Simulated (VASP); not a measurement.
# Li (Fd-3m) in VASP: further runs

Runs on Li. Level: PBEsol. Tasks: single point.

Program: VASP 6.6.1. These are calculated values, not measurements. Logs are shortened: lines on timing, memory, paths and dates and some standing lists are left out, and cuts for length are marked.

### Step 1. The cell of the first run

It takes space group Fd-3m (No. 227, cubic). The conventional cell has a = 5.973 Å, b = 5.973 Å, c = 5.973 Å, α = 90.00°, β = 90.00°, γ = 90.00°. Within 3.4 Å of Li (site symmetry -43m) lie 4 Li at 2.59 Å.

### Step 2. Single point, PBEsol (volume scaled by 1.04)

File INCAR:

```
SYSTEM = Li
ALGO = Normal
EDIFF = 1E-7
ENCUT = 520
GGA = PS
ISIF = 2
ISMEAR = -1
LASPH = .True.
LCHARG = .True.
LELF = .True.
LREAL = .False.
LVHAR = .True.
LWAVE = .False.
NBANDS = 10
NELM = 100
PREC = Accurate
SIGMA = 0.1
```

File KPOINTS:

```
k-points
0
Gamma
  10 10 10
  0 0 0
```

File POSCAR:

```
Li
1.0
    0.0000000000      2.9863995393      2.9863995393
    2.9863995393      0.0000000000      2.9863995393
    2.9863995393      2.9863995393      0.0000000000
Li
2
Direct
    0.1250000000      0.1250000000      0.1250000000
    0.8750000000      0.8750000000      0.8750000000
```

Potentials or basis: VASP PAW PBE potentials, release 64 (Li_sv).

Launch:

```bash
> cat potpaw_PBE.64/Li_sv/POTCAR > POTCAR
> mpirun -np 1 vasp_std > vasp.out
```

OUTCAR:

```text
SYSTEM = Li
   EDIFF = 1E-7
   ENCUT = 520
   GGA = PS
   ISIF = 2
   ISMEAR = -1
   LASPH = .True.
   LREAL = .False.
   NELM = 100
   PREC = Accurate

 ion  position               nearest neighbor table
   1  0.125  0.125  0.125-   2 2.59   2 2.59   2 2.59   2 2.59
   2  0.875  0.875  0.875-   1 2.59   1 2.59   1 2.59   1 2.59

  LATTYP: Found a face centered cubic cell.
 ALAT       =     5.9727990786

  Lattice vectors:

 A1 = (   0.0000000000,   2.9863995393,   2.9863995393)
 A2 = (   2.9863995393,   0.0000000000,   2.9863995393)
 A3 = (   2.9863995393,   2.9863995393,   0.0000000000)

Analysis of symmetry for initial positions (statically):
=====================================================================
 Subroutine PRICEL returns:
 Original cell was already a primitive cell.

 Routine SETGRP: Setting up the symmetry group for a
 face centered cubic supercell.

 Subroutine GETGRP returns: Found 48 space group operations
 (whereof 12 operations were pure point group operations)
 out of a pool of 48 trial point group operations.

The static configuration has the point symmetry D_3d.
 The point group associated with its full space group is O_h .

Analysis of symmetry for dynamics (positions and initial velocities):
=====================================================================
 Subroutine PRICEL returns:
 Original cell was already a primitive cell.

 Routine SETGRP: Setting up the symmetry group for a
 face centered cubic supercell.

 Subroutine GETGRP returns: Found 48 space group operations
 (whereof 12 operations were pure point group operations)
 out of a pool of 48 trial point group operations.

The dynamic configuration has the point symmetry D_3d.
 The point group associated with its full space group is O_h .

 Subroutine INISYM returns: Found 48 space group operations
 (whereof 12 operations are pure point group operations),
 and found     1 'primitive' translations

----------------------------------------------------------------------------------------

                                     Primitive cell

  volume of cell :      53.2689

  direct lattice vectors                    reciprocal lattice vectors
     0.000000000  2.986399539  2.986399539    -0.167425689  0.167425689  0.167425689
     2.986399539  0.000000000  2.986399539     0.167425689 -0.167425689  0.167425689
     2.986399539  2.986399539  0.000000000     0.167425689  0.167425689 -0.167425689

  length of vectors
     4.223406731  4.223406731  4.223406731     0.289989800  0.289989800  0.289989800

  position of ions in fractional coordinates (direct lattice)
     0.125000000  0.125000000  0.125000000
     0.875000000  0.875000000  0.875000000

  ion indices of the primitive-cell ions
   primitive index   ion index
                 1           1
                 2           2

----------------------------------------------------------------------------------------

 KPOINTS: k-points

Automatic generation of k-mesh.
 Grid dimensions read from file:
 generate k-points for:   10   10   10

 Generating k-lattice:

  Cartesian coordinates                     Fractional coordinates (reciprocal lattice)
    -0.016742569  0.016742569  0.016742569     0.100000000  0.000000000  0.000000000
     0.016742569 -0.016742569  0.016742569     0.000000000  0.100000000  0.000000000
     0.016742569  0.016742569 -0.016742569     0.000000000  0.000000000  0.100000000

  Length of vectors
     0.028998980  0.028998980  0.028998980

  Shift w.r.t. Gamma in fractional coordinates (k-lattice)
     0.000000000  0.000000000  0.000000000

 Subroutine IBZKPT returns following result:
 ===========================================

 Found     47 irreducible k-points:

 Following reciprocal coordinates:
            Coordinates               Weight
  0.000000  0.000000  0.000000      1.000000
  0.100000  0.000000  0.000000      8.000000
  0.200000  0.000000  0.000000      8.000000
  0.300000  0.000000  0.000000      8.000000
  0.400000  0.000000  0.000000      8.000000
  0.500000  0.000000  0.000000      4.000000
[... 16 lines left out ...]
  0.300000  0.300000  0.000000      6.000000
  0.400000  0.300000  0.000000     24.000000
 [... further k-points ...]
   k-points           NKPTS =     47   k-points in BZ     NKDIM =     47   number of bands    NBANDS=     10
   number of dos      NEDOS =    301   number of ions     NIONS =      2
   total plane-waves  NPLWV =  32768
   dimension x,y,z NGX =    32 NGY =   32 NGZ =   32
   dimension x,y,z NGXF=    64 NGYF=   64 NGZF=   64
   ions per type =               2
   NGX,Y,Z   is equivalent  to a cutoff of  12.60, 12.60, 12.60 a.u.
   NGXF,Y,Z  is equivalent  to a cutoff of  25.19, 25.19, 25.19 a.u.
 SYSTEM =  Li
   PREC   = accura    normal or accurate (medium, high low for compatibility)
   ISTART =      0    job   : 0-new  1-cont  2-samecut
   ICHARG =      2    charge: 1-file 2-atom 10-const
   ISPIN  =      1    spin polarized calculation?
   LNONCOLLINEAR =      F non collinear calculations
   LSORBIT =      F    spin-orbit coupling
   LASPH  =      T    aspherical Exc in radial PAW
   ENCUT  =  520.0 eV  38.22 Ry    6.18 a.u.   7.85  7.85  7.85*2*pi/ulx,y,z
   NELM   =    100;   NELMIN=  2; NELMDL= -5     # of ELM steps
   EDIFF  = 0.1E-06   stopping-criterion for ELM
   LREAL  =      F    real-space projection
   EDIFFG = 0.1E-05   stopping-criterion for IOM
   NSW    =      0    number of steps for IOM
   IBRION =     -1    ionic relax: 0-MD 1-quasi-New 2-CG
   NFREE  =      0    steps in history (QN), initial steepest desc. (CG)
   ISIF   =      2    stress and relaxation
   ISYM   =      2    0-nonsym 1-usesym 2-fastsym
   POTIM  = 0.5000    time-step for ionic-motion
   TEBEG  =    0.0;   TEEND  =   0.0 temperature during run
   PSTRESS=    0.0 pullay stress
   NELECT =       6.0000    total number of electrons
   NUPDOWN=      -1.0000    fix difference up-down
   EMIN   =  10.00;   EMAX   =-10.00  energy-range for DOS
   EFERMI =   0.00;   METHOD = LEGACY
   ISMEAR =    -1;   SIGMA  =   0.10  broadening in eV -4-tet -1-fermi 0-gaus
   EFERMI_NEDOS =   21; number of points for ismear=-14 and -15
   IALGO  =     38    algorithm
   IMIX   =      4    mixing-type and parameters
     AMIX     =   0.40;   BMIX     =  1.00
     AMIX_MAG =   1.60;   BMIX_MAG =  1.00
  volume/ion in A,a.u.               =      26.63       179.74
  Fermi-wavevector in a.u.,A,eV,Ry     =   0.790619  1.494054  8.504712  0.625079
  Thomas-Fermi vector in A             =   1.895997
   LORBIT       =      0    0 simple, 1 ext, 2 COOP (PROOUT), +10 PAW based schemes
   GGA     = PS    functional components
   LHFCALC =     F    Hartree Fock is set to
   AEXX    =    0.0000 exact exchange contribution
   IVDW    =     0    specifies the selected vdW correction
   LEPSILON=     F    determine dielectric tensor
   LRPA    =     F    only Hartree local field effects (RPA)
 non-spin polarized calculation
  energy-cutoff  :      520.00
  volume of cell :       53.27
 maximum number of plane-waves:      1459
   NGX = 15   NGY = 15   NGZ = 15

 number of electron       6.0000020 magnetization

 Free energy of the ion-electron system (eV)
  ---------------------------------------------------
  ext. energy  EPLUGINS =         0.00000000
  ---------------------------------------------------
  free energy    TOTEN  =        -2.90996286 eV

  energy without entropy =       -2.88204804  energy(sigma->0) =       -2.89600545

 E-fermi :   0.0755     XC(G=0):  -6.3690

 val. band max:       -0.0183447493   @ k =  -0.3000   0.4000   0.1000
 cond. band min:       0.0930710651   @ k =  -0.3000   0.4000   0.2000
 fundamental gap:      0.1114158145
 Fermi energy:         0.0754735755

 k-point     1 :       0.0000    0.0000    0.0000
  band No.  band energies     occupation
      1     -47.0995      2.00000
      2     -47.0290      2.00000
      3      -3.1985      2.00000
      4       5.5283      0.00000
      5       5.5283      0.00000
      6       5.5283      0.00000
      7       6.6221      0.00000
      8       6.6222      0.00000
      9       6.6222      0.00000
     10      11.1717      0.00000

 k-point     2 :       0.1000    0.0000    0.0000
  band No.  band energies     occupation
      1     -47.0981      2.00000
      2     -47.0302      2.00000
      3      -3.0992      2.00000
      4       4.5098      0.00000
      5       5.2096      0.00000
      6       5.2097      0.00000
      7       7.0273      0.00000
      8       7.0273      0.00000
      9       7.4560      0.00000
     10      10.3983      0.00000

 k-point     3 :       0.2000    0.0000    0.0000
  band No.  band energies     occupation
      1     -47.0943      2.00000
      2     -47.0338      2.00000
      3      -2.8029      2.00000
      4       3.0763      0.00000
      5       4.7648      0.00000
      6       4.7648      0.00000
      7       7.4949      0.00000
      8       7.4949      0.00000
      9       8.3607      0.00000
     10       9.6264      0.00000

 k-point     4 :       0.3000    0.0000    0.0000
  band No.  band energies     occupation
      1     -47.0891      2.00000
      2     -47.0389      2.00000
      3      -2.3141      2.00000
      4       1.7020      0.00000
      5       4.4410      0.00000
      6       4.4411      0.00000
      7       7.3824      0.00000
      8       7.3824      0.00000
      9       8.9705      0.00000
     10       9.0978      0.00000
[... 222 lines left out ...]
 k-point    22 :      -0.2000    0.2000    0.0000
  band No.  band energies     occupation
      1     -47.0870      2.00000
      2     -47.0410      2.00000
      3      -2.1453      2.00000
      4       2.4023      0.00000
      5       2.4419      0.00000
      6       4.5529      0.00000
      7       7.2748      0.00000
      8       7.9004      0.00000
      9       9.2229      0.00000
     10       9.2840      0.00000

 k-point    23 :       0.3000    0.3000    0.0000
  band No.  band energies     occupation
      1     -47.0847      2.00000
      2     -47.0433      2.00000
      3      -1.9968      2.00000
      4       2.8892      0.00000
      5       2.8892      0.00000
      6       3.2460      0.00000
      7       5.9513      0.00000
      8       6.0401      0.00000
      9      10.6723      0.00000
     10      10.6723      0.00000

 k-point    24 :       0.4000    0.3000    0.0000
  band No.  band energies     occupation
      1     -47.0795      2.00000
      2     -47.0483      2.00000
      3      -1.4962      2.00000
      4       2.1728      0.00000
      5       2.4920      0.00000
      6       2.6907      0.00000
      7       5.8340      0.00000
      8       6.3791      0.00000
      9      10.8686      0.00000
     10      11.3363      0.00000

 [... further k-points ...]
[... 5 lines left out ...]
  --------------------------------------------------------------------------------------
  -------------------------------------------------------------------------------------
  Total       -0.0998603     -0.0998603     -0.0998603      0.0000000      0.0000000      0.0000000
  in kB       -3.0035146     -3.0035146     -3.0035146      0.0000000      0.0000000      0.0000000
  external PRESSURE =      -3.0035146 kB  Pullay stress =       0.0000000 kB

 VOLUME and BASIS-vectors are now :
 -----------------------------------------------------------------------------
  energy-cutoff  :      520.00
  volume of cell :       53.27
      direct lattice vectors                 reciprocal lattice vectors
     0.000000000  2.986399539  2.986399539    -0.167425689  0.167425689  0.167425689
     2.986399539  0.000000000  2.986399539     0.167425689 -0.167425689  0.167425689
     2.986399539  2.986399539  0.000000000     0.167425689  0.167425689 -0.167425689

 POSITION                                       TOTAL-FORCE (eV/Angst)
 -----------------------------------------------------------------------------------
      0.74660      0.74660      0.74660         0.000000      0.000000      0.000000
      5.22620      5.22620      5.22620        -0.000000     -0.000000     -0.000000
 -----------------------------------------------------------------------------------
    total drift:                                0.000000      0.000000      0.000000

  FREE ENERGIE OF THE ION-ELECTRON SYSTEM (eV)
  ---------------------------------------------------
  free  energy   TOTEN  =        -2.9099628585 eV

  energy  without entropy=       -2.8820480409  energy(sigma->0) =       -2.89600545
```

Run time: 46 s. Hardware: 1 thread of AMD EPYC 7R13, shared host; peak memory 0.14 GiB.

Results:

```
Free energy            : -2.9100 eV
Band gap on the k mesh : zero (band 3 reaches 0.59 eV, above the bottom of band 4 at -0.26 eV)
```

Levels at points of the mesh, in eV from the Fermi level:
```tsv
k point	band 1	band 2	band 3	band 4	band 5	band 6	band 7
(0.00, 0.00, 0.00)	-47.17	-47.10	-3.27	5.45	5.45	5.45	6.55
(0.50, 0.00, 0.00)	-47.16	-47.12	-1.16	-0.34	4.12	4.12	6.87
(0.50, 0.50, 0.00)	-47.14	-47.14	0.09	0.09	2.20	2.20	5.51
```

Caveat: the cutoff is under 1.25 times the usual one of these potentials, so pressure, stress and relaxed cells hold a basis-set (Pulay) error; the PAW data sets were made with another functional, which shifts forces and pressure a little.

(Continued in part 2 of 2.)
